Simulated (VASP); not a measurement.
Here is a VASP 6.6.1 calculation.

Contents of POSCAR:

```
Ga
1.0
    1.3551079107     -3.9218977863      0.0000000000
    1.3551079107      3.9218977863      0.0000000000
    0.0000000000      0.0000000000      3.3120425158
Ga
2
Direct
    0.8662187171      0.1337812829      0.2500000000
    0.1337812829      0.8662187171      0.7500000000
```

File INCAR.step1:

```
PREC = Accurate
ENCUT = 520
ISMEAR = 0
SIGMA = 0.1
LREAL = F
LASPH = T
NELM = 80
NBANDS = 20
GGA = PE
ALGO = Normal
EDIFF = 1E-4
LWAVE = T
LCHARG = F
```

Contents of INCAR.step2:

```
PREC = Accurate
ENCUT = 520
EDIFF = 1E-6
ISMEAR = 0
SIGMA = 0.1
LREAL = F
LASPH = T
NELM = 80
ALGO = Normal
ISIF = 2
LWAVE = F
LCHARG = F
METAGGA = R2SCAN
LMIXTAU = T
NBANDS = 20
ISTART = 1
```

File KPOINTS:

```
Automatic mesh
0
Gamma
  16 16 14
```

Potentials or basis: VASP PAW PBE potentials, release 64 (Ga_d).

The run is started by

```sh
$ cat potpaw_PBE.64/Ga_d/POTCAR > POTCAR
$ cp INCAR.step1 INCAR
$ mpirun -np 1 vasp_std > vasp.out
$ cp INCAR.step2 INCAR
$ mpirun -np 1 vasp_std > vasp.out
```

Question: Estimate the largest force.

Answer: 0.008 eV/Å.

Question: Estimate the pressure.

Answer: 2.0 GPa.

Question: Predict the band gap on the k mesh.

Answer: Zero (bands 13 and 14 overlap by 9.05 eV).

Stress tensor (GPa, compression positive):
```
2.07 0.00 0.00
0.00 2.06 0.00
0.00 0.00 1.97
```

Caveat: the PAW data sets were made with another functional, which shifts forces and pressure a little.
